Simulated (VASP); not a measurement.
# WS2 (P6_3/mmc) in VASP: further runs

WS2 is run at these levels: PBE+D3(BJ); tasks: single point.

All numbers are computed with VASP 6.6.1; they aren't measurements. Logs are shortened: lines on timing, memory, paths and dates and some standing lists are left out, and cuts for length are marked.

## (1) The cell of the first run

Symmetry: P6_3/mmc, No. 194, hexagonal system. The conventional cell has a = 3.097 Å, b = 3.097 Å, c = 11.457 Å, α = 90.00°, β = 90.00°, γ = 120.00°. W (site symmetry -6m2) has 6 S at 2.39 Å and 6 W at 3.10 Å within 3.2 Å. Within 3.2 Å of S (site symmetry 3m) lie 3 W at 2.39 Å and 10 S at 3.10 to 3.16 Å.

## (2) Single point, PBE+D3(BJ) (15.86 Å³/atom)

Input file INCAR:

```
SYSTEM = WS2
  ALGO = Normal
  EDIFF = 1E-6
  ENCUT = 520
  GGA = PE
  ISIF = 2
  ISMEAR = 0
  IVDW = 12
  LASPH = .True.
  LCHARG = .True.
  LELF = .True.
  LREAL = .False.
  LVHAR = .True.
  LWAVE = .False.
  NBANDS = 35
  NELM = 80
  PREC = Accurate
  SIGMA = 0.02
```

Input file KPOINTS:

```
k-points
0
Gamma
  12 12 4
  0 0 0
```

Input file POSCAR:

```
WS2
1.0
    3.0973373271      0.0000000000      0.0000000000
   -1.5486686635      2.6823728093      0.0000000000
    0.0000000000      0.0000000000     11.4568736049
W S
2 4
Direct
    0.3333333333      0.6666666667      0.2500000000
    0.6666666667      0.3333333333      0.7500000000
    0.3333333333      0.6666666667      0.6120881691
    0.6666666667      0.3333333333      0.1120881691
    0.3333333333      0.6666666667      0.8879118309
    0.6666666667      0.3333333333      0.3879118309
```

Potentials or basis: VASP PAW PBE potentials, release 64 (W_sv, S).

Launch:

```bash
cat potpaw_PBE.64/W_sv/POTCAR potpaw_PBE.64/S/POTCAR > POTCAR
mpirun -np 1 vasp_std > vasp.out
```

OUTCAR:

```text
SYSTEM = WS2
   EDIFF = 1E-6
   ENCUT = 520
   GGA = PE
   ISIF = 2
   ISMEAR = 0
   IVDW = 12
   LASPH = .True.
   LREAL = .False.
   NELM = 80
   PREC = Accurate
 IVDW          = 12

 ion  position               nearest neighbor table
   1  0.333  0.667  0.250-   4 2.39   6 2.39   4 2.39   6 2.39   4 2.39   6 2.39
   2  0.667  0.333  0.750-   3 2.39   5 2.39   3 2.39   5 2.39   3 2.39   5 2.39
   3  0.333  0.667  0.612-   2 2.39   2 2.39   2 2.39
   4  0.667  0.333  0.112-   1 2.39   1 2.39   1 2.39
   5  0.333  0.667  0.888-   2 2.39   2 2.39   2 2.39
   6  0.667  0.333  0.388-   1 2.39   1 2.39   1 2.39

  LATTYP: Found a hexagonal cell.
 ALAT       =     3.0973373271
 C/A-ratio  =     3.6989427999

  Lattice vectors:

 A1 = (   3.0973373271,   0.0000000000,   0.0000000000)
 A2 = (  -1.5486686635,   2.6823728093,   0.0000000000)
 A3 = (   0.0000000000,   0.0000000000,  11.4568736049)

Analysis of symmetry for initial positions (statically):
=====================================================================
 Subroutine PRICEL returns:
 Original cell was already a primitive cell.

 Routine SETGRP: Setting up the symmetry group for a
 hexagonal supercell.

 Subroutine GETGRP returns: Found 24 space group operations
 (whereof 12 operations were pure point group operations)
 out of a pool of 24 trial point group operations.

The static configuration has the point symmetry D_3d.
 The point group associated with its full space group is D_6h.

Analysis of symmetry for dynamics (positions and initial velocities):
=====================================================================
 Subroutine PRICEL returns:
 Original cell was already a primitive cell.

 Routine SETGRP: Setting up the symmetry group for a
 hexagonal supercell.

 Subroutine GETGRP returns: Found 24 space group operations
 (whereof 12 operations were pure point group operations)
 out of a pool of 24 trial point group operations.

The dynamic configuration has the point symmetry D_3d.
 The point group associated with its full space group is D_6h.

 Subroutine INISYM returns: Found 24 space group operations
 (whereof 12 operations are pure point group operations),
 and found     1 'primitive' translations

----------------------------------------------------------------------------------------

                                     Primitive cell

  volume of cell :      95.1862

  direct lattice vectors                    reciprocal lattice vectors
     3.097337327  0.000000000  0.000000000     0.322857956  0.186402128  0.000000000
    -1.548668663  2.682372809  0.000000000     0.000000000  0.372804256  0.000000000
     0.000000000  0.000000000 11.456873605     0.000000000  0.000000000  0.087283847

  length of vectors
     3.097337327  3.097337327 11.456873605     0.372804256  0.372804256  0.087283847

  position of ions in fractional coordinates (direct lattice)
     0.333333333  0.666666667  0.250000000
     0.666666667  0.333333333  0.750000000
     0.333333333  0.666666667  0.612088169
     0.666666667  0.333333333  0.112088169
     0.333333333  0.666666667  0.887911831
     0.666666667  0.333333333  0.387911831

  ion indices of the primitive-cell ions
   primitive index   ion index
                 1           1
                 2           2
                 3           3
                 4           4
                 5           5
                 6           6

----------------------------------------------------------------------------------------

 KPOINTS: k-points

Automatic generation of k-mesh.
 Grid dimensions read from file:
 generate k-points for:   12   12    4

 Generating k-lattice:

  Cartesian coordinates                     Fractional coordinates (reciprocal lattice)
     0.026904830  0.015533511  0.000000000     0.083333333 -0.000000000  0.000000000
     0.000000000  0.031067021  0.000000000     0.000000000  0.083333333  0.000000000
     0.000000000  0.000000000  0.021820962     0.000000000  0.000000000  0.250000000

  Length of vectors
     0.031067021  0.031067021  0.021820962

  Shift w.r.t. Gamma in fractional coordinates (k-lattice)
     0.000000000  0.000000000  0.000000000

 Subroutine IBZKPT returns following result:
 ===========================================

 Found     57 irreducible k-points:

 Following reciprocal coordinates:
            Coordinates               Weight
  0.000000  0.000000  0.000000      1.000000
  0.083333  0.000000  0.000000      6.000000
  0.166667  0.000000  0.000000      6.000000
  0.250000 -0.000000  0.000000      6.000000
  0.333333  0.000000  0.000000      6.000000
  0.416667  0.000000  0.000000      6.000000
[... 16 lines left out ...]
  0.250000 -0.000000  0.250000     12.000000
  0.333333  0.000000  0.250000     12.000000
 [... further k-points ...]
   k-points           NKPTS =     57   k-points in BZ     NKDIM =     57   number of bands    NBANDS=     35
   number of dos      NEDOS =    301   number of ions     NIONS =      6
   total plane-waves  NPLWV =  51840
   dimension x,y,z NGX =    24 NGY =   24 NGZ =   90
   dimension x,y,z NGXF=    48 NGYF=   48 NGZF=  180
   ions per type =               2   4
   NGX,Y,Z   is equivalent  to a cutoff of  12.88, 12.88, 13.06 a.u.
   NGXF,Y,Z  is equivalent  to a cutoff of  25.76, 25.76, 26.12 a.u.
 SYSTEM =  WS2
   PREC   = accura    normal or accurate (medium, high low for compatibility)
   ISTART =      0    job   : 0-new  1-cont  2-samecut
   ICHARG =      2    charge: 1-file 2-atom 10-const
   ISPIN  =      1    spin polarized calculation?
   LNONCOLLINEAR =      F non collinear calculations
   LSORBIT =      F    spin-orbit coupling
   LASPH  =      T    aspherical Exc in radial PAW
   ENCUT  =  520.0 eV  38.22 Ry    6.18 a.u.   5.76  5.76 21.30*2*pi/ulx,y,z
   NELM   =     80;   NELMIN=  2; NELMDL= -5     # of ELM steps
   EDIFF  = 0.1E-05   stopping-criterion for ELM
   LREAL  =      F    real-space projection
   EDIFFG = 0.1E-04   stopping-criterion for IOM
   NSW    =      0    number of steps for IOM
   IBRION =     -1    ionic relax: 0-MD 1-quasi-New 2-CG
   NFREE  =      0    steps in history (QN), initial steepest desc. (CG)
   ISIF   =      2    stress and relaxation
   ISYM   =      2    0-nonsym 1-usesym 2-fastsym
   POTIM  = 0.5000    time-step for ionic-motion
   TEBEG  =    0.0;   TEEND  =   0.0 temperature during run
   PSTRESS=    0.0 pullay stress
   NELECT =      52.0000    total number of electrons
   NUPDOWN=      -1.0000    fix difference up-down
   EMIN   =  10.00;   EMAX   =-10.00  energy-range for DOS
   EFERMI =   0.00;   METHOD = LEGACY
   ISMEAR =     0;   SIGMA  =   0.02  broadening in eV -4-tet -1-fermi 0-gaus
   EFERMI_NEDOS =   21; number of points for ismear=-14 and -15
   IALGO  =     38    algorithm
   IMIX   =      4    mixing-type and parameters
     AMIX     =   0.40;   BMIX     =  1.00
     AMIX_MAG =   1.60;   BMIX_MAG =  1.00
  volume/ion in A,a.u.               =      15.86       107.06
  Fermi-wavevector in a.u.,A,eV,Ry     =   1.338293  2.529008 24.368434  1.791029
  Thomas-Fermi vector in A             =   2.466775
   LORBIT       =      0    0 simple, 1 ext, 2 COOP (PROOUT), +10 PAW based schemes
   GGA     = PE    functional components
   LHFCALC =     F    Hartree Fock is set to
   AEXX    =    0.0000 exact exchange contribution
   IVDW    =    12    specifies the selected vdW correction
   LEPSILON=     F    determine dielectric tensor
   LRPA    =     F    only Hartree local field effects (RPA)
 non-spin polarized calculation
 Gauss-broadening in eV      SIGMA  =   0.02
  energy-cutoff  :      520.00
  volume of cell :       95.19
 maximum number of plane-waves:      2584
 NGX is ok and might be reduce to    24
   NGX = 11   NGY = 11   NGZ = 43

 number of electron      51.9999999 magnetization

 Free energy of the ion-electron system (eV)
  ---------------------------------------------------
  ext. energy  EPLUGINS =         0.00000000
  ---------------------------------------------------
  free energy    TOTEN  =       -46.71768508 eV

  energy without entropy =      -46.71768508  energy(sigma->0) =      -46.71768508

 E-fermi :   9.2965     XC(G=0): -11.6738

 val. band max:        9.1936637485   @ k =   0.0000   0.0000   0.0000
 cond. band min:       9.7249163551   @ k =   0.1667   0.1667   0.0000
 fundamental gap:      0.5312526067
 Fermi energy:         9.2965269322

 k-point     1 :       0.0000    0.0000    0.0000
  band No.  band energies     occupation
      1     -65.5690      2.00000
      2     -65.5689      2.00000
      3     -29.8790      2.00000
      4     -29.8788      2.00000
      5     -29.6384      2.00000
      6     -29.6384      2.00000
[... 27 lines left out ...]
     34      11.6995      0.00000
     35      14.1172      0.00000

 k-point     2 :       0.0833    0.0000    0.0000
  band No.  band energies     occupation
      1     -65.5673      2.00000
      2     -65.5673      2.00000
      3     -29.8734      2.00000
      4     -29.8732      2.00000
      5     -29.6689      2.00000
      6     -29.6689      2.00000
[... 27 lines left out ...]
     34      11.6525      0.00000
     35      14.6876      0.00000

 k-point     3 :       0.1667    0.0000    0.0000
  band No.  band energies     occupation
      1     -65.5627      2.00000
      2     -65.5627      2.00000
      3     -29.8581      2.00000
      4     -29.8579      2.00000
      5     -29.7517      2.00000
      6     -29.7517      2.00000
[... 27 lines left out ...]
     34      12.2567      0.00000
     35      15.7848      0.00000

 k-point     4 :       0.2500   -0.0000    0.0000
  band No.  band energies     occupation
      1     -65.5565      2.00000
      2     -65.5565      2.00000
      3     -29.8630      2.00000
      4     -29.8630      2.00000
      5     -29.8371      2.00000
      6     -29.8370      2.00000
[... 27 lines left out ...]
     34      12.8905      0.00000
     35      15.7644      0.00000

 k-point     5 :       0.3333    0.0000    0.0000
  band No.  band energies     occupation
      1     -65.5503      2.00000
      2     -65.5503      2.00000
      3     -29.9722      2.00000
      4     -29.9722      2.00000
      5     -29.8161      2.00000
      6     -29.8160      2.00000
[... 638 lines left out ...]
 k-point    22 :       0.1667    0.0000    0.2500
  band No.  band energies     occupation
      1     -65.5627      2.00000
      2     -65.5627      2.00000
      3     -29.8581      2.00000
      4     -29.8579      2.00000
      5     -29.7517      2.00000
      6     -29.7517      2.00000
[... 27 lines left out ...]
     34      12.2323      0.00000
     35      15.8041      0.00000

 k-point    23 :       0.2500   -0.0000    0.2500
  band No.  band energies     occupation
      1     -65.5565      2.00000
      2     -65.5565      2.00000
      3     -29.8630      2.00000
      4     -29.8630      2.00000
      5     -29.8371      2.00000
      6     -29.8370      2.00000
[... 27 lines left out ...]
     34      12.8274      0.00000
     35      15.6081      0.00000

 k-point    24 :       0.3333    0.0000    0.2500
  band No.  band energies     occupation
      1     -65.5503      2.00000
      2     -65.5503      2.00000
      3     -29.9722      2.00000
      4     -29.9722      2.00000
      5     -29.8161      2.00000
      6     -29.8160      2.00000
[... 27 lines left out ...]
     34      13.2542      0.00000
     35      14.6839      0.00000

 [... further k-points ...]

------------------------ aborting loop because EDIFF is reached ----------------------------------------

 Edisp (eV)   -2.89021

 E8    (eV) :    -1.2169

  FORCE on cell =-STRESS in cart. coord.  units (eV):
  Direction    XX          YY          ZZ          XY          YZ          ZX
  --------------------------------------------------------------------------------------
  -------------------------------------------------------------------------------------
  Total       4.48052     4.48052     4.48801     0.00000     0.00000     0.00000
  in kB      75.41624    75.41624    75.54229     0.00000     0.00000     0.00000
  external pressure =       75.46 kB  Pullay stress =        0.00 kB

 VOLUME and BASIS-vectors are now :
 -----------------------------------------------------------------------------
  energy-cutoff  :      520.00
  volume of cell :       95.19
      direct lattice vectors                 reciprocal lattice vectors
     3.097337327  0.000000000  0.000000000     0.322857956  0.186402128  0.000000000
    -1.548668663  2.682372809  0.000000000     0.000000000  0.372804256  0.000000000
     0.000000000  0.000000000 11.456873605     0.000000000  0.000000000  0.087283847

 POSITION                                       TOTAL-FORCE (eV/Angst)
 -----------------------------------------------------------------------------------
     -0.00000      1.78825      2.86422         0.000000     -0.000000      0.000000
      1.54867      0.89412      8.59266        -0.000000      0.000000      0.000000
     -0.00000      1.78825      7.01262        -0.000000      0.000000     -0.001908
      1.54867      0.89412      1.28418         0.000000     -0.000000     -0.001908
     -0.00000      1.78825     10.17269        -0.000000      0.000000      0.001908
      1.54867      0.89412      4.44426         0.000000      0.000000      0.001908
 -----------------------------------------------------------------------------------
    total drift:                               -0.000000      0.000000     -0.000000

  FREE ENERGIE OF THE ION-ELECTRON SYSTEM (eV)
  ---------------------------------------------------
  free  energy   TOTEN  =       -49.6078910219 eV

  energy  without entropy=      -49.6078910219  energy(sigma->0) =      -49.60789102
```

Wall time 3.6 min (1 thread of Intel Xeon 8259CL, shared host); peak memory 0.32 GiB.

Results:

```yaml
Free_energy: -49.6079 eV
Pressure: 7.5 GPa
Band_gap_on_the_k_mesh: 0.53 eV (least direct gap 1.93 eV)
Dispersion_energy_per_atom: -0.482 eV
```

Caveat: the cell stands under pressure; spin-orbit coupling is left out, which moves the levels of the heavy elements.

## (3) Single point, PBE+D3(BJ) (16.39 Å³/atom)

This run uses another cell than the first one, of 16.39 Å³/atom.

Input file INCAR:

```
ALGO = Normal
EDIFF = 1E-7
ENCUT = 520
GGA = PE
ISIF = 2
ISMEAR = 0
IVDW = 12
LASPH = True
LCHARG = False
LREAL = False
LWAVE = False
NBANDS = 35
NELM = 80
PREC = Accurate
SIGMA = 0.02
```

Input file KPOINTS:

```
k-points
0
Gamma
  12 12 4
```

Input file POSCAR:

```
WS2
1.0
    3.1199251124      0.0000000000      0.0000000000
   -1.5599625562      2.7019344053      0.0000000000
    0.0000000000      0.0000000000     11.6638320195
W S
2 4
Direct
    0.3333333333      0.6666666667      0.2500000000
    0.6666666667      0.3333333333      0.7500000000
    0.3333333333      0.6666666667      0.6146983132
    0.6666666667      0.3333333333      0.1146983132
    0.3333333333      0.6666666667      0.8853016868
    0.6666666667      0.3333333333      0.3853016868
```

Potentials or basis: VASP PAW PBE potentials, release 64 (W_sv, S).

Launch:

```bash
cat potpaw_PBE.64/W_sv/POTCAR potpaw_PBE.64/S/POTCAR > POTCAR
mpirun -np 1 vasp_std > vasp.out
```

Wall time 4.6 min (1 thread of Intel Xeon 8259CL, shared host); peak memory 0.33 GiB.

The run converged. Its results:

- Free energy: -49.7236 eV
- Pressure: 4.3 GPa
- Band gap on the k mesh: 0.66 eV (least direct gap 1.92 eV)
- Dispersion energy per atom: -0.465 eV

Levels at points of the mesh, in eV from the valence-band top:
```csv
k point,band 22,band 23,band 24,band 25,band 26,band 27,band 28,band 29,band 30,band 31
"(0.00, 0.00, 0.00)",-2.27,-2.27,-1.57,-1.19,0.00,2.11,2.11,2.19,2.19,2.21
"(0.50, 0.00, 0.00)",-2.95,-2.22,-2.04,-1.79,-1.70,2.29,2.37,2.42,2.93,2.96
"(0.00, 0.00, 0.50)",-2.33,-2.33,-2.33,-0.29,-0.29,2.15,2.15,2.15,2.15,2.35
"(0.50, 0.00, 0.50)",-3.22,-2.00,-2.00,-1.83,-1.83,2.32,2.32,2.73,2.73,3.34
```

Caveat: the cell stands under pressure; spin-orbit coupling is left out, which moves the levels of the heavy elements. A k mesh can miss the band edges.

## (4) Single point, PBE+D3(BJ) (16.91 Å³/atom)

This run uses another cell than the first one, of 16.91 Å³/atom.

Input file INCAR:

```
SYSTEM = WS2
  PREC = Accurate
  ENCUT = 520
  EDIFF = 1E-6
  ISMEAR = 0
  SIGMA = 0.02
  LREAL = .False.
  LASPH = .True.
  NELM = 80
  ALGO = Normal
  ISIF = 2
  LWAVE = .False.
  LCHARG = .False.
  GGA = PE
  IVDW = 12
  NBANDS = 35
```

Input file KPOINTS:

```
regular mesh
0
Gamma
  12 12 4
  0 0 0
```

Input file POSCAR:

```
WS2
1.0
    3.1388633840      0.0000000000      0.0000000000
   -1.5694316920      2.7183354296      0.0000000000
    0.0000000000      0.0000000000     11.8912811898
W S
2 4
Direct
    0.3333333333      0.6666666667      0.2500000000
    0.6666666667      0.3333333333      0.7500000000
    0.3333333333      0.6666666667      0.6174348579
    0.6666666667      0.3333333333      0.1174348579
    0.3333333333      0.6666666667      0.8825651421
    0.6666666667      0.3333333333      0.3825651421
```

Launch:

```bash
cat potpaw_PBE.64/W_sv/POTCAR potpaw_PBE.64/S/POTCAR > POTCAR
mpirun -np 1 vasp_std > vasp.out
```

It took 4.4 min on 1 thread of Intel Xeon 8259CL, shared host; peak memory 0.33 GiB.

It converged, with:

```yaml
Free_energy: -49.7828 eV
Pressure: 1.8 GPa
Band_gap_on_the_k_mesh: 0.79 eV (least direct gap 1.87 eV)
Dispersion_energy_per_atom: -0.450 eV
```

Levels at points of the mesh, in eV from the valence-band top:
```
           k point  band 22  band 23  band 24  band 25  band 26  band 27  band 28  band 29  band 30  band 31
(0.00, 0.00, 0.00)    -2.24    -2.24    -1.42    -1.31     0.00     2.20     2.20     2.22     2.22     2.24
(0.50, 0.00, 0.00)    -2.87    -2.12    -1.90    -1.79    -1.63     2.28     2.35     2.48     2.90     3.01
(0.00, 0.00, 0.50)    -2.29    -2.29    -2.29    -0.30    -0.30     2.20     2.20     2.20     2.20     2.38
(0.50, 0.00, 0.50)    -3.08    -1.95    -1.95    -1.74    -1.74     2.31     2.31     2.73     2.73     3.37
```

Caveat: spin-orbit coupling is left out, which moves the levels of the heavy elements.

## (5) The runs side by side

| cell | gap on the mesh (eV) | pressure (GPa) |
| --- | --- | --- |
| a = 3.097, b = 3.097, c = 11.457 Å, angles 90.0, 90.0, 120.0°, 6 atoms, atomic positions A | 0.53 | 7.5 |
| a = 3.120, b = 3.120, c = 11.664 Å, angles 90.0, 90.0, 120.0°, 6 atoms, atomic positions B | 0.66 | 4.3 |
| a = 3.139, b = 3.139, c = 11.891 Å, angles 90.0, 90.0, 120.0°, 6 atoms, atomic positions C | 0.79 | 1.8 |

Alike in all rows: task single point; level PBE+D3(BJ); potentials or basis VASP PAW PBE potentials, release 64 (W_sv, S); no spin polarisation; k mesh 12 × 12 × 4; cutoff (eV) 520; smearing gaussian 0.02 eV.

Caveats: spin-orbit coupling is left out, which moves the levels of the heavy elements; the cell stands under pressure (at least some runs).

Total energies depend on the potentials used, so only differences within one code and one set of settings carry meaning.
